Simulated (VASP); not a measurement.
# Cr (Im-3m) in VASP: further runs

The runs below take Cr through single point, with r2SCAN.

All numbers are computed with VASP 6.6.1; they aren't measurements. Logs are shortened: lines on timing, memory, paths and dates and some standing lists are left out, and cuts for length are marked.

## 1. The cell of the first run

Symmetry: Im-3m, No. 229, cubic system. The conventional cell has a = 2.964 Å, b = 2.964 Å, c = 2.964 Å, α = 90.00°, β = 90.00°, γ = 90.00°. Cr (site symmetry m-3m) has 14 Cr at 2.57 to 2.96 Å within 3.4 Å.

## 2. Single point, r2SCAN, collinear spin, antiferromagnetic start

Contents of POSCAR:

```
Cr
1.0
    2.9636329722      0.0000000000      0.0000000000
    0.0000000000      2.9636329722      0.0000000000
    0.0000000000      0.0000000000      2.9636329722
Cr
2
Direct
    0.0000000000      0.0000000000      0.0000000000
    0.5000000000      0.5000000000      0.5000000000
```

Contents of INCAR.step1:

```
PREC = Accurate
ENCUT = 520
ISMEAR = -1
SIGMA = 0.05
LREAL = False
LASPH = True
NELM = 150
ISPIN = 2
MAGMOM = 2.533 -2.533
LMAXMIX = 4
NBANDS = 23
GGA = PE
ALGO = Normal
EDIFF = 1E-4
LWAVE = True
LCHARG = False
```

Contents of INCAR.step2:

```
PREC = Accurate
ENCUT = 520
EDIFF = 1E-6
ISMEAR = -1
SIGMA = 0.05
LREAL = False
LASPH = True
NELM = 150
ALGO = Normal
ISIF = 2
LWAVE = False
LCHARG = False
ISPIN = 2
MAGMOM = 2.533 -2.533
LORBIT = 11
LMAXMIX = 4
METAGGA = R2SCAN
LMIXTAU = True
NBANDS = 23
ISTART = 1
```

Contents of KPOINTS:

```
regular mesh
0
Gamma
  17 17 17
```

Potentials or basis: VASP PAW PBE potentials, release 64 (Cr_pv).

Run with:

```bash
$ cat potpaw_PBE.64/Cr_pv/POTCAR > POTCAR
$ cp INCAR.step1 INCAR
$ mpirun -np 1 vasp_std > vasp.out
$ cp INCAR.step2 INCAR
$ mpirun -np 1 vasp_std > vasp.out
```

OUTCAR:

```text
PREC = Accurate
   ENCUT = 520
   EDIFF = 1E-6
   ISMEAR = -1
   LREAL = False
   LASPH = True
   NELM = 150
   ISIF = 2
   ISPIN = 2
   LORBIT = 11
   METAGGA = R2SCAN
   ISTART = 1

 ion  position               nearest neighbor table
   1  0.000  0.000  0.000-   2 2.57   2 2.57   2 2.57   2 2.57   2 2.57   2 2.57   2 2.57   2 2.57

   2  0.500  0.500  0.500-   1 2.57   1 2.57   1 2.57   1 2.57   1 2.57   1 2.57   1 2.57   1 2.57

  LATTYP: Found a simple cubic cell.
 ALAT       =     2.9636329722

  Lattice vectors:

 A1 = (   2.9636329722,   0.0000000000,   0.0000000000)
 A2 = (   0.0000000000,   2.9636329722,   0.0000000000)
 A3 = (   0.0000000000,   0.0000000000,   2.9636329722)

Analysis of symmetry for initial positions (statically):
=====================================================================
 Subroutine PRICEL returns following result:

  LATTYP: Found a body centered cubic cell.
 ALAT       =     2.9636329722

  Lattice vectors:

 A1 = (   1.4818164861,   1.4818164861,  -1.4818164861)
 A2 = (  -1.4818164861,   1.4818164861,   1.4818164861)
 A3 = (   1.4818164861,  -1.4818164861,   1.4818164861)

   2 primitive cells build up your supercell.

 Routine SETGRP: Setting up the symmetry group for a
 simple cubic supercell.

 Subroutine GETGRP returns: Found 48 space group operations
 (whereof 48 operations were pure point group operations)
 out of a pool of 48 trial point group operations.

The static configuration has the point symmetry O_h .

Analysis of symmetry for dynamics (positions and initial velocities):
=====================================================================
 Subroutine PRICEL returns following result:

  LATTYP: Found a body centered cubic cell.
 ALAT       =     2.9636329722

  Lattice vectors:

 A1 = (   1.4818164861,   1.4818164861,  -1.4818164861)
 A2 = (  -1.4818164861,   1.4818164861,   1.4818164861)
 A3 = (   1.4818164861,  -1.4818164861,   1.4818164861)

   2 primitive cells build up your supercell.

 Routine SETGRP: Setting up the symmetry group for a
 simple cubic supercell.

 Subroutine GETGRP returns: Found 48 space group operations
 (whereof 48 operations were pure point group operations)
 out of a pool of 48 trial point group operations.

The dynamic configuration has the point symmetry O_h .

Analysis of structural, dynamic, and magnetic symmetry:
=====================================================================
 Subroutine PRICEL returns following result:

  LATTYP: Found a body centered cubic cell.
 ALAT       =     2.9636329722

  Lattice vectors:

 A1 = (   1.4818164861,   1.4818164861,  -1.4818164861)
 A2 = (  -1.4818164861,   1.4818164861,   1.4818164861)
 A3 = (   1.4818164861,  -1.4818164861,   1.4818164861)

   2 primitive cells build up your supercell.

 Routine SETGRP: Setting up the symmetry group for a
 simple cubic supercell.

 Subroutine GETGRP returns: Found 48 space group operations
 (whereof 48 operations were pure point group operations)
 out of a pool of 48 trial point group operations.

The overall configuration has the point symmetry O_h .

 Subroutine INISYM returns: Found 48 space group operations
 (whereof 48 operations are pure point group operations),
 and found     2 'primitive' translations

----------------------------------------------------------------------------------------

                                     Primitive cell

  volume of cell :      13.0150

  direct lattice vectors                    reciprocal lattice vectors
     1.481816486  1.481816486 -1.481816486     0.337423699  0.337423699  0.000000000
    -1.481816486  1.481816486  1.481816486    -0.000000000  0.337423699  0.337423699
     1.481816486 -1.481816486  1.481816486     0.337423699  0.000000000  0.337423699

  length of vectors
     2.566581441  2.566581441  2.566581441     0.477189171  0.477189171  0.477189171

  position of ions in fractional coordinates (direct lattice)
     0.000000000  0.000000000  0.000000000

  ion indices of the primitive-cell ions
   primitive index   ion index
                 1           1

----------------------------------------------------------------------------------------

 KPOINTS: regular mesh

Automatic generation of k-mesh.
 Grid dimensions read from file:
 generate k-points for:   17   17   17

 Generating k-lattice:

  Cartesian coordinates                     Fractional coordinates (reciprocal lattice)
     0.019848453  0.000000000  0.000000000     0.058823529  0.000000000  0.000000000
     0.000000000  0.019848453  0.000000000     0.000000000  0.058823529  0.000000000
     0.000000000  0.000000000  0.019848453     0.000000000  0.000000000  0.058823529

  Length of vectors
     0.019848453  0.019848453  0.019848453

  Shift w.r.t. Gamma in fractional coordinates (k-lattice)
     0.000000000  0.000000000  0.000000000

 Subroutine IBZKPT returns following result:
 ===========================================

 Found    165 irreducible k-points:

 Following reciprocal coordinates:
            Coordinates               Weight
  0.000000  0.000000  0.000000      1.000000
  0.058824  0.000000  0.000000      6.000000
  0.117647  0.000000  0.000000      6.000000
  0.176471  0.000000  0.000000      6.000000
  0.235294  0.000000  0.000000      6.000000
  0.294118  0.000000  0.000000      6.000000
[... 16 lines left out ...]
  0.411765  0.117647  0.000000     24.000000
  0.470588  0.117647  0.000000     24.000000
 [... further k-points ...]
   k-points           NKPTS =    165   k-points in BZ     NKDIM =    165   number of bands    NBANDS=     23
   number of dos      NEDOS =    301   number of ions     NIONS =      2
   total plane-waves  NPLWV =  13824
   dimension x,y,z NGX =    24 NGY =   24 NGZ =   24
   dimension x,y,z NGXF=    48 NGYF=   48 NGZF=   48
   ions per type =               2
   NGX,Y,Z   is equivalent  to a cutoff of  13.46, 13.46, 13.46 a.u.
   NGXF,Y,Z  is equivalent  to a cutoff of  26.93, 26.93, 26.93 a.u.
 SYSTEM =  unknown system
   PREC   = accura    normal or accurate (medium, high low for compatibility)
   ISTART =      1    job   : 0-new  1-cont  2-samecut
   ICHARG =      0    charge: 1-file 2-atom 10-const
   ISPIN  =      2    spin polarized calculation?
   LNONCOLLINEAR =      F non collinear calculations
   LSORBIT =      F    spin-orbit coupling
   LASPH  =      T    aspherical Exc in radial PAW
   ENCUT  =  520.0 eV  38.22 Ry    6.18 a.u.   5.51  5.51  5.51*2*pi/ulx,y,z
   NELM   =    150;   NELMIN=  2; NELMDL=  0     # of ELM steps
   EDIFF  = 0.1E-05   stopping-criterion for ELM
   LREAL  =      F    real-space projection
   EDIFFG = 0.1E-04   stopping-criterion for IOM
   NSW    =      0    number of steps for IOM
   IBRION =     -1    ionic relax: 0-MD 1-quasi-New 2-CG
   NFREE  =      0    steps in history (QN), initial steepest desc. (CG)
   ISIF   =      2    stress and relaxation
   ISYM   =      2    0-nonsym 1-usesym 2-fastsym
   POTIM  = 0.5000    time-step for ionic-motion
   TEBEG  =    0.0;   TEEND  =   0.0 temperature during run
   PSTRESS=    0.0 pullay stress
   NELECT =      24.0000    total number of electrons
   NUPDOWN=      -1.0000    fix difference up-down
   EMIN   =  10.00;   EMAX   =-10.00  energy-range for DOS
   EFERMI =   0.00;   METHOD = LEGACY
   ISMEAR =    -1;   SIGMA  =   0.05  broadening in eV -4-tet -1-fermi 0-gaus
   EFERMI_NEDOS =   21; number of points for ismear=-14 and -15
   IALGO  =     38    algorithm
   IMIX   =      4    mixing-type and parameters
     AMIX     =   0.40;   BMIX     =  1.00
     AMIX_MAG =   1.60;   BMIX_MAG =  1.00
  volume/ion in A,a.u.               =      13.01        87.83
  Fermi-wavevector in a.u.,A,eV,Ry     =   1.593385  3.011062 34.543518  2.538877
  Thomas-Fermi vector in A             =   2.691623
   LORBIT       =     11    0 simple, 1 ext, 2 COOP (PROOUT), +10 PAW based schemes
   METAGGA = R2SCAN    functional components
   LHFCALC =     F    Hartree Fock is set to
   AEXX    =    0.0000 exact exchange contribution
   IVDW    =     0    specifies the selected vdW correction
   LEPSILON=     F    determine dielectric tensor
   LRPA    =     F    only Hartree local field effects (RPA)
 spin polarized calculation
  energy-cutoff  :      520.00
  volume of cell :       26.03
 maximum number of plane-waves:       739
 NGX is ok and might be reduce to    24

 number of electron      24.0000019 magnetization       0.0000000

 number of electron      24.0000019 magnetization      -0.0000000

 Free energy of the ion-electron system (eV)
  ---------------------------------------------------
  ext. energy  EPLUGINS =         0.00000000
  ---------------------------------------------------
  free energy    TOTEN  =       -30.14694185 eV

  energy without entropy =      -30.14543339  energy(sigma->0) =      -30.14618762

 E-fermi :   9.7776     XC(G=0): -14.0661

 val. band max:        9.7590453392   @ k =   0.4706   0.0588   0.0000
 cond. band min:       9.8048833181   @ k =   0.4706   0.4706   0.0588
 fundamental gap:      0.0458379788
 Fermi energy:         9.7776449461

 spin component 1

 k-point     1 :       0.0000    0.0000    0.0000
  band No.  band energies     occupation
      1     -36.4066      1.00000
      2     -36.4065      1.00000
      3     -36.4065      1.00000
      4     -32.9649      1.00000
      5     -32.9649      1.00000
      6     -32.9649      1.00000
[... 613 lines left out ...]
     22      24.6421      0.00000
     23      26.5621      0.00000

 [... further k-points ...]

 spin component 2

 k-point     1 :       0.0000    0.0000    0.0000
  band No.  band energies     occupation
      1     -36.4066      1.00000
      2     -36.4065      1.00000
      3     -36.4065      1.00000
      4     -32.9649      1.00000
      5     -32.9649      1.00000
      6     -32.9649      1.00000
[... 613 lines left out ...]
     22      24.6421      0.00000
     23      26.5621      0.00000

 [... further k-points ...]

------------------------ aborting loop because EDIFF is reached ----------------------------------------

  FORCE on cell =-STRESS in cart. coord.  units (eV):
  Direction    XX          YY          ZZ          XY          YZ          ZX
  --------------------------------------------------------------------------------------
  -------------------------------------------------------------------------------------
  Total        0.0394757      0.0394757      0.0394757     -0.0000000      0.0000000     -0.0000000
  in kB        2.4297786      2.4297786      2.4297786     -0.0000000      0.0000000     -0.0000000
  external PRESSURE =       2.4297786 kB  Pullay stress =       0.0000000 kB

 VOLUME and BASIS-vectors are now :
 -----------------------------------------------------------------------------
  energy-cutoff  :      520.00
  volume of cell :       26.03
      direct lattice vectors                 reciprocal lattice vectors
     2.963632972  0.000000000  0.000000000     0.337423699  0.000000000  0.000000000
     0.000000000  2.963632972  0.000000000     0.000000000  0.337423699  0.000000000
     0.000000000  0.000000000  2.963632972     0.000000000  0.000000000  0.337423699

 POSITION                                       TOTAL-FORCE (eV/Angst)
 -----------------------------------------------------------------------------------
      0.00000      0.00000      0.00000        -0.000000     -0.000000     -0.000000
      1.48182      1.48182      1.48182         0.000000      0.000000      0.000000
 -----------------------------------------------------------------------------------
    total drift:                                0.000000      0.000000     -0.000000

  FREE ENERGIE OF THE ION-ELECTRON SYSTEM (eV)
  ---------------------------------------------------
  free  energy   TOTEN  =       -30.1469418517 eV

  energy  without entropy=      -30.1454333924  energy(sigma->0) =      -30.14618762

 total charge

# of ion       s       p       d       tot
------------------------------------------
    1        0.655   6.352   4.067  11.074
    2        0.655   6.352   4.067  11.074
--------------------------------------------------
tot          1.309  12.705   8.135  22.149

 magnetization (x)

# of ion       s       p       d       tot
------------------------------------------
    1        0.096   0.043   2.562   2.702
    2       -0.096  -0.043  -2.562  -2.702
--------------------------------------------------
tot          0.000   0.000   0.000   0.000
```

Wall time 3.5 min (1 thread of Intel Xeon 6975P-C (Granite Rapids), shared host); peak memory 0.26 GiB.

What came out:

| Quantity | Value |
| --- | --- |
| Free energy | -30.1469 eV |
| Pressure | 0.2 GPa |
| Band gap on the k mesh | zero (filled and empty bands overlap) |
| Net moment | 0.00 μB per cell |
| Site moments | Cr +2.70, -2.70 μB |
| Valence electrons inside the program's atomic spheres | Cr 11.07 |

Caveat: the antiferromagnetic order is the one typed at the start, and another may lie lower; the PAW data sets were made with another functional, which shifts forces and pressure a little.

## 3. Single point, r2SCAN, collinear spin, ferromagnetic start

This run uses another cell than the first one: it holds 1 atom, not 2.

Contents of POSCAR:

```
Cr
1.0
   -1.4148813462      1.4148813462      1.4148813462
    1.4148813462     -1.4148813462      1.4148813462
    1.4148813462      1.4148813462     -1.4148813462
Cr
1
Direct
    0.0000000000      0.0000000000      0.0000000000
```

Contents of INCAR.step1:

```
SYSTEM = Cr
ALGO = Normal
EDIFF = 1E-4
ENCUT = 520
GGA = PE
ISMEAR = -1
ISPIN = 2
LASPH = .True.
LCHARG = .False.
LMAXMIX = 4
LREAL = .False.
LWAVE = .True.
MAGMOM = 1.5
NBANDS = 16
NELM = 150
PREC = Accurate
SIGMA = 0.6
```

Contents of INCAR.step2:

```
SYSTEM = Cr
ALGO = Normal
EDIFF = 1E-6
ENCUT = 520
ISIF = 2
ISMEAR = -1
ISPIN = 2
ISTART = 1
LASPH = .True.
LCHARG = .False.
LMAXMIX = 4
LMIXTAU = .True.
LORBIT = 11
LREAL = .False.
LWAVE = .False.
MAGMOM = 1.5
METAGGA = R2SCAN
NBANDS = 16
NELM = 150
PREC = Accurate
SIGMA = 0.6
```

Contents of KPOINTS:

```
k-points
0
Gamma
  15 15 15
  0 0 0
```

Potentials or basis: VASP PAW PBE potentials, release 64 (Cr_pv).

Run with:

```bash
$ cat potpaw_PBE.64/Cr_pv/POTCAR > POTCAR
$ cp INCAR.step1 INCAR
$ mpirun -np 1 vasp_std > vasp.out
$ cp INCAR.step2 INCAR
$ mpirun -np 1 vasp_std > vasp.out
```

OUTCAR:

```text
SYSTEM = Cr
   EDIFF = 1E-6
   ENCUT = 520
   ISIF = 2
   ISMEAR = -1
   ISPIN = 2
   ISTART = 1
   LASPH = .True.
   LORBIT = 11
   LREAL = .False.
   METAGGA = R2SCAN
   NELM = 150
   PREC = Accurate

 ion  position               nearest neighbor table
   1  0.000  0.000  0.000-

  LATTYP: Found a body centered cubic cell.
 ALAT       =     2.8297626924

  Lattice vectors:

[... 1121 lines left out ...]
  Direction    XX          YY          ZZ          XY          YZ          ZX
  --------------------------------------------------------------------------------------
  -------------------------------------------------------------------------------------
  Total        0.9251923      0.9251923      0.9251923      0.0000000      0.0000000      0.0000000
  in kB      130.8345732    130.8345732    130.8345732      0.0000000      0.0000000      0.0000000
  external PRESSURE =     130.8345732 kB  Pullay stress =       0.0000000 kB

 VOLUME and BASIS-vectors are now :
 -----------------------------------------------------------------------------
  energy-cutoff  :      520.00
  volume of cell :       11.33
      direct lattice vectors                 reciprocal lattice vectors
    -1.414881346  1.414881346  1.414881346     0.000000000  0.353386523  0.353386523
     1.414881346 -1.414881346  1.414881346     0.353386523  0.000000000  0.353386523
     1.414881346  1.414881346 -1.414881346     0.353386523  0.353386523  0.000000000

 POSITION                                       TOTAL-FORCE (eV/Angst)
 -----------------------------------------------------------------------------------
      0.00000      0.00000      0.00000         0.000000     -0.000000      0.000000
 -----------------------------------------------------------------------------------
    total drift:                                0.000000     -0.000000      0.000000

  FREE ENERGIE OF THE ION-ELECTRON SYSTEM (eV)
  ---------------------------------------------------
  free  energy   TOTEN  =       -15.3862131086 eV

  energy  without entropy=      -13.9843865760  energy(sigma->0) =      -14.68529984

 total charge

# of ion       s       p       d       tot
------------------------------------------
    1        0.761   6.419   4.218  11.398

 magnetization (x)

# of ion       s       p       d       tot
------------------------------------------
    1       -0.000   0.000  -0.000  -0.000
```

OUTCAR.step1:

```text
SYSTEM = Cr
   EDIFF = 1E-4
   ENCUT = 520
   GGA = PE
   ISMEAR = -1
   ISPIN = 2
   LASPH = .True.
[... 1150 lines left out ...]
 -----------------------------------------------------------------------------------
      0.00000      0.00000      0.00000         0.000000      0.000000      0.000000
 -----------------------------------------------------------------------------------
    total drift:                                0.000000     -0.000000      0.000000

  FREE ENERGIE OF THE ION-ELECTRON SYSTEM (eV)
  ---------------------------------------------------
  free  energy   TOTEN  =       -10.1614529622 eV

  energy  without entropy=       -8.6548465815  energy(sigma->0) =       -9.40814977
```

Wall time 89 s (1 thread of AMD EPYC 9R45 (Zen 5), shared host); peak memory 0.12 GiB.

Results:

```yaml
Free_energy: -15.3862 eV
Pressure: 13.1 GPa
Band_gap_on_the_k_mesh: zero (filled and empty bands overlap)
Net_moment: 0.00 μB per cell
Valence_electrons_inside_the_program's_atomic_spheres: Cr 11.40
```

Levels at points of the mesh, in eV from the Fermi level:
Spin up:
| k point | band 2 | band 3 | band 4 | band 5 | band 6 | band 7 | band 8 | band 9 | band 10 | band 11 |
| --- | --- | --- | --- | --- | --- | --- | --- | --- | --- | --- |
| (0.00, 0.00, 0.00) | -44.05 | -44.05 | -8.46 | -0.77 | -0.77 | -0.77 | 1.60 | 1.60 | 3.54 | 23.24 |
Spin down:
```tsv
k point	band 3	band 4	band 5	band 6	band 7	band 8	band 9	band 10
(0.00, 0.00, 0.00)	-44.05	-8.46	-0.77	-0.77	-0.77	1.60	1.60	3.54
```

Caveat: the cell stands under pressure; so wide a smearing shifts energies and pressures; the moments typed at the start vanished in this run; the PAW data sets were made with another functional, which shifts forces and pressure a little.

The gap in the log of VASP goes by the Fermi energy; the results here count the filled bands.